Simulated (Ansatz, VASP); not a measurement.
**Two plane-wave programs on Cs5O3**

File INCAR:

```
ALGO     = Normal         # electronic algorithm
EDIFF    = 1E-7           # SCF threshold, eV
ENCUT    = 520            # plane-wave cutoff, eV
GGA      = PE             # functional
ISIF     = 2              # what is computed and relaxed
ISMEAR   = 0              # smearing method
ISPIN    = 2              # spin polarisation
LASPH    = True           # aspherical terms in the spheres
LCHARG   = True           # write CHGCAR
LELF     = True           # ELF
LORBIT   = 11             # projections on sites
LREAL    = False          # projectors in reciprocal space
LVHAR    = True         
LWAVE    = False          # write WAVECAR
MAGMOM   = 0 0 0 0 0 1 1 1 # initial moments
NBANDS   = 46             # bands
NELM     = 150            # most SCF steps
PREC     = Accurate       # precision mode
SIGMA    = 0.1            # smearing width, eV
```

The input KPOINTS:

```
k-points
0
Gamma
  4 4 4
```

File POSCAR:

```
Cs5O3
1.0
    5.6499287600      0.0000000000      0.0000000000
    0.0000000000      5.6499287600      0.0000000000
    0.0000000000      0.0000000000      5.6499287600
Cs O
5 3
Direct
    0.5000000000      0.0000000000      0.0000000000
    0.0000000000      0.5000000000      0.0000000000
    0.0000000000      0.0000000000      0.5000000000
    0.5000000000      0.5000000000      0.5000000000
    0.0000000000      0.0000000000      0.0000000000
    0.0000000000      0.5000000000      0.5000000000
    0.5000000000      0.0000000000      0.5000000000
    0.5000000000      0.5000000000      0.0000000000
```

Input for Ansatz:

```yaml
crystal:
  lattice:
    - [5.64992876, 0.0, 0.0]
    - [0.0, 5.64992876, 0.0]
    - [0.0, 0.0, 5.64992876]
  atoms:
    - { symbol: Cs, position: [0.5, 0.0, 0.0] }
    - { symbol: Cs, position: [0.0, 0.5, 0.0] }
    - { symbol: Cs, position: [0.0, 0.0, 0.5] }
    - { symbol: Cs, position: [0.5, 0.5, 0.5] }
    - { symbol: Cs, position: [0.0, 0.0, 0.0] }
    - { symbol: O, position: [0.0, 0.5, 0.5], spin: 1.0 }
    - { symbol: O, position: [0.5, 0.0, 0.5], spin: 1.0 }
    - { symbol: O, position: [0.5, 0.5, 0.0], spin: 1.0 }
basis:
  ecutwfc: 420
kpoints:
  mp_grid: { grid: [4, 4, 4] }
hamiltonian:
  xc: pbe
scf:
  occupations: { method: gaussian, width: 0.1 }
  lower_state_search: "off"
output:
  forces: true
  stress: true
  eigenvalues: true
  populations: true
magnetization:
  spin_polarized: true
```

Alike in both runs: task single point; functional PBE; k mesh 4 × 4 × 4; occupations gaussian, width 0.1 eV; collinear spin.

```csv
,VASP,Ansatz
version,VASP 6.6.1,Ansatz 0.2.0
potentials or method,"VASP PAW PBE potentials, release 64 (Cs_sv, O), cutoff 520 eV","scalar-relativistic, plane waves, PAW"
valence electrons in the cell,63,63
```

|  | VASP | Ansatz | Ansatz less VASP |
| --- | --- | --- | --- |
| gap on the k mesh at the Fermi level (eV) | none | none | - |
| pressure (GPa) | 25.4 | 24.4 | -1.03 |
| net moment per atom (μB) | 0.02 | 0.03 | +0.001 |
| size of the moment on the site where the two differ most (μB) | 0.05 | 0.06 | +0.014 |

Site moments also hang on the region over which each program counts them. A gap of «none» marks a metal or a gap that the smearing closes. The functional is the same, so the differences come from potentials, cutoffs and numerics. Ansatz's warnings: seeded moment not kept.

Neither program's run includes spin-orbit coupling.
